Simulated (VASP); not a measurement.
# Hg (I4_1/amd) in VASP: further runs

Runs on Hg. Level: LDA. Tasks: single point.

Everything below comes from runs of VASP 6.6.1. Logs are shortened: lines on timing, memory, paths and dates and some standing lists are left out, and cuts for length are marked.

## Step 1: The cell of the first run

Symmetry: I4_1/amd, No. 141, tetragonal system. Conventional cell: a = 4.503 Å, b = 4.503 Å, c = 2.330 Å, α = 90.00°, β = 90.00°, γ = 90.00°. Hg (site symmetry -4m2) has 10 Hg at 2.33 to 2.85 Å within 3.1 Å.

## Step 2: Single point, LDA

Input file INCAR:

```
PREC = Accurate
ENCUT = 520
EDIFF = 1E-6
ISMEAR = -1
SIGMA = 0.08
LREAL = F
LASPH = T
NELM = 60
ALGO = Normal
ISIF = 2
LWAVE = F
LCHARG = F
GGA = CA
NBANDS = 19
```

Input file KPOINTS:

```
regular mesh
0
Gamma
  18 18 18
```

Input file POSCAR:

```
Hg
1.0
   -2.2515293750      2.2515293750      1.1651713459
    2.2515293750     -2.2515293750      1.1651713459
    2.2515293750      2.2515293750     -1.1651713459
Hg
2
Direct
   -0.3750000000     -0.1250000000     -0.2500000000
    0.3750000000      0.1250000000      0.2500000000
```

Potentials or basis: VASP PAW LDA potentials, release 64 (Hg).

The run is started by

```sh
> cat potpaw_LDA.64/Hg/POTCAR > POTCAR
> mpirun -np 1 vasp_std > vasp.out
```

OUTCAR:

```text
PREC = Accurate
   ENCUT = 520
   EDIFF = 1E-6
   ISMEAR = -1
   LREAL = F
   LASPH = T
   NELM = 60
   ISIF = 2
   GGA = CA

 ion  position               nearest neighbor table
   1  0.625  0.875  0.750-   2 2.33   2 2.33   2 2.33   2 2.33   2 2.85   2 2.85   2 2.85   2 2.85
                             2 3.68   2 3.68
   2  0.375  0.125  0.250-   1 2.33   1 2.33   1 2.33   1 2.33   1 2.85   1 2.85   1 2.85   1 2.85
                             1 3.68   1 3.68

  LATTYP: Found a body centered tetragonal cell.
 ALAT       =     4.5030587500
 C/A-ratio  =     0.5175021738

  Lattice vectors:

 A1 = (  -2.2515293750,   2.2515293750,   1.1651713459)
 A2 = (   2.2515293750,  -2.2515293750,   1.1651713459)
 A3 = (   2.2515293750,   2.2515293750,  -1.1651713459)

Analysis of symmetry for initial positions (statically):
=====================================================================
 Subroutine PRICEL returns:
 Original cell was already a primitive cell.

 Routine SETGRP: Setting up the symmetry group for a
 body centered tetragonal supercell.

 Subroutine GETGRP returns: Found 16 space group operations
 (whereof  4 operations were pure point group operations)
 out of a pool of 16 trial point group operations.

The static configuration has the point symmetry C_2h.
 The point group associated with its full space group is D_4h.

Analysis of symmetry for dynamics (positions and initial velocities):
=====================================================================
 Subroutine PRICEL returns:
 Original cell was already a primitive cell.

 Routine SETGRP: Setting up the symmetry group for a
 body centered tetragonal supercell.

 Subroutine GETGRP returns: Found 16 space group operations
 (whereof  4 operations were pure point group operations)
 out of a pool of 16 trial point group operations.

The dynamic configuration has the point symmetry C_2h.
 The point group associated with its full space group is D_4h.

 Subroutine INISYM returns: Found 16 space group operations
 (whereof  4 operations are pure point group operations),
 and found     1 'primitive' translations

----------------------------------------------------------------------------------------

                                     Primitive cell

  volume of cell :      23.6268

  direct lattice vectors                    reciprocal lattice vectors
    -2.251529375  2.251529375  1.165171346     0.000000000  0.222071275  0.429121435
     2.251529375 -2.251529375  1.165171346     0.222071275  0.000000000  0.429121435
     2.251529375  2.251529375 -1.165171346     0.222071275  0.222071275  0.000000000

  length of vectors
     3.390633174  3.390633174  3.390633174     0.483177873  0.483177873  0.314056210

  position of ions in fractional coordinates (direct lattice)
     0.625000000  0.875000000  0.750000000
     0.375000000  0.125000000  0.250000000

  ion indices of the primitive-cell ions
   primitive index   ion index
                 1           1
                 2           2

----------------------------------------------------------------------------------------

 KPOINTS: regular mesh

Automatic generation of k-mesh.
 Grid dimensions read from file:
 generate k-points for:   18   18   18

 Generating k-lattice:

  Cartesian coordinates                     Fractional coordinates (reciprocal lattice)
     0.000000000  0.012337293  0.023840080     0.055555556  0.000000000  0.000000000
     0.012337293  0.000000000  0.023840080     0.000000000  0.055555556  0.000000000
     0.012337293  0.012337293  0.000000000     0.000000000  0.000000000  0.055555556

  Length of vectors
     0.026843215  0.026843215  0.017447567

  Shift w.r.t. Gamma in fractional coordinates (k-lattice)
     0.000000000  0.000000000  0.000000000

 Subroutine IBZKPT returns following result:
 ===========================================

 Found    480 irreducible k-points:

 Following reciprocal coordinates:
            Coordinates               Weight
  0.000000  0.000000  0.000000      1.000000
  0.055556  0.000000 -0.000000      8.000000
  0.111111  0.000000 -0.000000      8.000000
  0.166667  0.000000 -0.000000      8.000000
  0.222222  0.000000  0.000000      8.000000
  0.277778  0.000000 -0.000000      8.000000
[... 16 lines left out ...]
 -0.277778  0.055556  0.000000     16.000000
 -0.222222  0.055556  0.000000     16.000000
 [... further k-points ...]
   k-points           NKPTS =    480   k-points in BZ     NKDIM =    480   number of bands    NBANDS=     19
   number of dos      NEDOS =    301   number of ions     NIONS =      2
   total plane-waves  NPLWV =  21952
   dimension x,y,z NGX =    28 NGY =   28 NGZ =   28
   dimension x,y,z NGXF=    56 NGYF=   56 NGZF=   56
   ions per type =               2
   NGX,Y,Z   is equivalent  to a cutoff of  13.73, 13.73, 13.73 a.u.
   NGXF,Y,Z  is equivalent  to a cutoff of  27.46, 27.46, 27.46 a.u.
 SYSTEM =  unknown system
   PREC   = accura    normal or accurate (medium, high low for compatibility)
   ISTART =      0    job   : 0-new  1-cont  2-samecut
   ICHARG =      2    charge: 1-file 2-atom 10-const
   ISPIN  =      1    spin polarized calculation?
   LNONCOLLINEAR =      F non collinear calculations
   LSORBIT =      F    spin-orbit coupling
   LASPH  =      T    aspherical Exc in radial PAW
   ENCUT  =  520.0 eV  38.22 Ry    6.18 a.u.   6.30  6.30  6.30*2*pi/ulx,y,z
   NELM   =     60;   NELMIN=  2; NELMDL= -5     # of ELM steps
   EDIFF  = 0.1E-05   stopping-criterion for ELM
   LREAL  =      F    real-space projection
   EDIFFG = 0.1E-04   stopping-criterion for IOM
   NSW    =      0    number of steps for IOM
   IBRION =     -1    ionic relax: 0-MD 1-quasi-New 2-CG
   NFREE  =      0    steps in history (QN), initial steepest desc. (CG)
   ISIF   =      2    stress and relaxation
   ISYM   =      2    0-nonsym 1-usesym 2-fastsym
   POTIM  = 0.5000    time-step for ionic-motion
   TEBEG  =    0.0;   TEEND  =   0.0 temperature during run
   PSTRESS=    0.0 pullay stress
   NELECT =      24.0000    total number of electrons
   NUPDOWN=      -1.0000    fix difference up-down
   EMIN   =  10.00;   EMAX   =-10.00  energy-range for DOS
   EFERMI =   0.00;   METHOD = LEGACY
   ISMEAR =    -1;   SIGMA  =   0.08  broadening in eV -4-tet -1-fermi 0-gaus
   EFERMI_NEDOS =   21; number of points for ismear=-14 and -15
   IALGO  =     38    algorithm
   IMIX   =      4    mixing-type and parameters
     AMIX     =   0.40;   BMIX     =  1.00
     AMIX_MAG =   1.60;   BMIX_MAG =  1.00
  volume/ion in A,a.u.               =      11.81        79.72
  Fermi-wavevector in a.u.,A,eV,Ry     =   1.645673  3.109871 36.847842  2.708240
  Thomas-Fermi vector in A             =   2.735430
   LORBIT       =      0    0 simple, 1 ext, 2 COOP (PROOUT), +10 PAW based schemes
   GGA     = CA    functional components
   LHFCALC =     F    Hartree Fock is set to
   AEXX    =    0.0000 exact exchange contribution
   IVDW    =     0    specifies the selected vdW correction
   LEPSILON=     F    determine dielectric tensor
   LRPA    =     F    only Hartree local field effects (RPA)
 non-spin polarized calculation
  energy-cutoff  :      520.00
  volume of cell :       23.63
 maximum number of plane-waves:       661
 NGX is ok and might be reduce to    28
   NGX = 13   NGY = 13   NGZ = 13

 number of electron      24.0000002 magnetization

 Free energy of the ion-electron system (eV)
  ---------------------------------------------------
  ext. energy  EPLUGINS =         0.00000000
  ---------------------------------------------------
  free energy    TOTEN  =         9.31547744 eV

  energy without entropy =        9.32696535  energy(sigma->0) =        9.32122140

 E-fermi :  12.9122     XC(G=0): -15.1452

 val. band max:       12.9043570593   @ k =  -0.1667   0.2778   0.1111
 cond. band min:      12.9147388140   @ k =  -0.1111  -0.3889   0.0556
 fundamental gap:      0.0103817547
 Fermi energy:        12.9122228386

 k-point     1 :       0.0000    0.0000    0.0000
  band No.  band energies     occupation
      1      -5.8507      2.00000
      2      -3.7009      2.00000
      3      -3.1151      2.00000
      4      -2.8164      2.00000
      5      -2.2017      2.00000
      6       2.9989      2.00000
[... 11 lines left out ...]
     18      33.4436      0.00000
     19      34.2128      0.00000

 k-point     2 :       0.0556    0.0000   -0.0000
  band No.  band energies     occupation
      1      -5.6894      2.00000
      2      -3.6275      2.00000
      3      -3.1043      2.00000
      4      -2.5980      2.00000
      5      -2.0840      2.00000
      6       2.4582      2.00000
[... 11 lines left out ...]
     18      31.9946      0.00000
     19      32.4672      0.00000

 k-point     3 :       0.1111    0.0000   -0.0000
  band No.  band energies     occupation
      1      -5.2279      2.00000
      2      -3.4140      2.00000
      3      -2.9984      2.00000
      4      -2.0453      2.00000
      5      -1.7343      2.00000
      6       1.6556      2.00000
[... 11 lines left out ...]
     18      29.5048      0.00000
     19      30.7036      0.00000

 k-point     4 :       0.1667    0.0000   -0.0000
  band No.  band energies     occupation
      1      -4.5408      2.00000
      2      -3.0837      2.00000
      3      -2.7990      2.00000
      4      -1.3344      2.00000
      5      -1.1078      2.00000
      6       0.7732      2.00000
[... 11 lines left out ...]
     18      28.2720      0.00000
     19      29.0698      0.00000

 k-point     5 :       0.2222    0.0000    0.0000
  band No.  band energies     occupation
      1      -3.7731      2.00000
      2      -2.6960      2.00000
      3      -2.5853      2.00000
      4      -0.7958      2.00000
      5      -0.1987      2.00000
      6      -0.0293      2.00000
[... 11 lines left out ...]
     18      27.6221      0.00000
     19      28.1142      0.00000
[... 334 lines left out ...]
      2      -2.5915      2.00000
      3      -2.0495      2.00000
      4      -1.0269      2.00000
      5      -0.1550      2.00000
      6       0.9960      2.00000
[... 11 lines left out ...]
     18      26.7580      0.00000
     19      28.7076      0.00000

 k-point    22 :      -0.3333    0.0556    0.0000
  band No.  band energies     occupation
      1      -3.0215      2.00000
      2      -2.5055      2.00000
      3      -2.2056      2.00000
      4      -0.6287      2.00000
      5      -0.2344      2.00000
      6       0.2725      2.00000
[... 11 lines left out ...]
     18      27.2774      0.00000
     19      27.3500      0.00000

 k-point    23 :      -0.2778    0.0556    0.0000
  band No.  band energies     occupation
      1      -3.5746      2.00000
      2      -2.5978      2.00000
      3      -2.4180      2.00000
      4      -0.8804      2.00000
      5      -0.3832      2.00000
      6       0.2095      2.00000
[... 11 lines left out ...]
     18      27.3932      0.00000
     19      28.6278      0.00000

 k-point    24 :      -0.2222    0.0556    0.0000
  band No.  band energies     occupation
      1      -4.3283      2.00000
      2      -2.9324      2.00000
      3      -2.6630      2.00000
      4      -1.4618      2.00000
      5      -1.1605      2.00000
      6       0.8816      2.00000
[... 11 lines left out ...]
     18      28.2255      0.00000
     19      28.9616      0.00000

 [... further k-points ...]
[... 5 lines left out ...]
  --------------------------------------------------------------------------------------
  -------------------------------------------------------------------------------------
  Total       47.4279833     47.4279833     47.7604644      0.0000000      0.0000000      0.0000000
  in kB     3216.1790527   3216.1790527   3238.7252075      0.0000000      0.0000000      0.0000000
  external PRESSURE =    3223.6944376 kB  Pullay stress =       0.0000000 kB

 VOLUME and BASIS-vectors are now :
 -----------------------------------------------------------------------------
  energy-cutoff  :      520.00
  volume of cell :       23.63
      direct lattice vectors                 reciprocal lattice vectors
    -2.251529375  2.251529375  1.165171346     0.000000000  0.222071275  0.429121435
     2.251529375 -2.251529375  1.165171346     0.222071275  0.000000000  0.429121435
     2.251529375  2.251529375 -1.165171346     0.222071275  0.222071275  0.000000000

 POSITION                                       TOTAL-FORCE (eV/Angst)
 -----------------------------------------------------------------------------------
      2.25153      1.12576      0.87388        -0.000000      0.000000      0.000000
      0.00000      1.12576      0.29129         0.000000     -0.000000     -0.000000
 -----------------------------------------------------------------------------------
    total drift:                                0.000000      0.000000     -0.000000

  FREE ENERGIE OF THE ION-ELECTRON SYSTEM (eV)
  ---------------------------------------------------
  free  energy   TOTEN  =         9.3154774403 eV

  energy  without entropy=        9.3269653499  energy(sigma->0) =        9.32122140
```

Run time: 4.8 min. Hardware: 1 thread of Oxide Virtual Turin-like, shared host; peak memory 0.25 GiB.

What came out:

```
Free energy            : 9.3155 eV
Pressure               : 322.4 GPa
Band gap on the k mesh : zero (bands 12 and 13 overlap by 7.01 eV)
```

Levels at points of the mesh, in eV from the Fermi level:
```csv
k point,band 8,band 9,band 10,band 11,band 12,band 13,band 14,band 15,band 16,band 17
"(0.00, 0.00, 0.00)",-9.86,-9.86,-8.10,-6.43,-0.90,-0.90,7.66,10.87,13.01,13.01
"(0.50, 0.00, 0.00)",-9.72,-8.79,-8.34,-4.23,-0.29,1.77,3.05,7.53,10.21,11.04
"(0.50, 0.50, 0.00)",-10.91,-9.07,-9.07,-8.75,-8.75,7.67,7.67,9.38,9.38,15.22
"(0.50, 0.50, 0.50)",-9.65,-9.58,-9.58,-8.17,-8.17,-1.30,-1.30,16.15,16.15,16.96
```

Caveat: the cell stands under pressure; spin-orbit coupling is left out, which moves the levels of the heavy elements.

## Step 3: Single point, LDA

Input file INCAR:

```
SYSTEM = Hg
PREC = Accurate
ENCUT = 520
EDIFF = 1E-6
ISMEAR = -1
SIGMA = 0.08
LREAL = .FALSE.
LASPH = .TRUE.
NELM = 80
ALGO = Normal
ISIF = 2
LWAVE = .FALSE.
LCHARG = .FALSE.
NBANDS = 19
```

Input file KPOINTS:

```
regular mesh
0
G
  18 18 18
  0 0 0
```

Input file POSCAR:

```
Hg
1.0
   -2.2517458313      2.2517458313      1.1652078180
    2.2517458313     -2.2517458313      1.1652078180
    2.2517458313      2.2517458313     -1.1652078180
Hg
2
Direct
   -0.3750000000     -0.1250000000     -0.2500000000
    0.3750000000      0.1250000000      0.2500000000
```

Potentials or basis: VASP PAW LDA potentials, release 64 (Hg).

The run is started by

```sh
> cat potpaw_LDA.64/Hg/POTCAR > POTCAR
> mpirun -np 1 vasp_std > vasp.out
```

Wall time 4.4 min (1 thread of Oxide Virtual Turin-like, shared host); peak memory 0.26 GiB.

It converged, with:

- Free energy: 9.3049 eV
- Pressure: 322.1 GPa
- Band gap on the k mesh: zero (bands 12 and 13 overlap by 7.01 eV)

Stress tensor (GPa, compression positive):
```
321.29   0.00   0.00
  0.00 321.29   0.00
  0.00   0.00 323.61
```

Levels at points of the mesh, in eV from the Fermi level:
| k point | band 10 | band 11 | band 12 | band 13 | band 14 | band 15 |
| --- | --- | --- | --- | --- | --- | --- |
| (0.00, 0.00, 0.00) | -8.10 | -6.43 | -0.90 | -0.90 | 7.65 | 10.86 |
| (0.50, 0.00, 0.00) | -8.33 | -4.23 | -0.29 | 1.77 | 3.05 | 7.53 |
| (0.50, 0.50, 0.00) | -9.07 | -8.75 | -8.75 | 7.67 | 7.67 | 9.38 |
| (0.50, 0.50, 0.50) | -9.58 | -8.17 | -8.17 | -1.30 | -1.30 | 16.15 |

Caveat: the cell stands under pressure; spin-orbit coupling is left out, which moves the levels of the heavy elements.
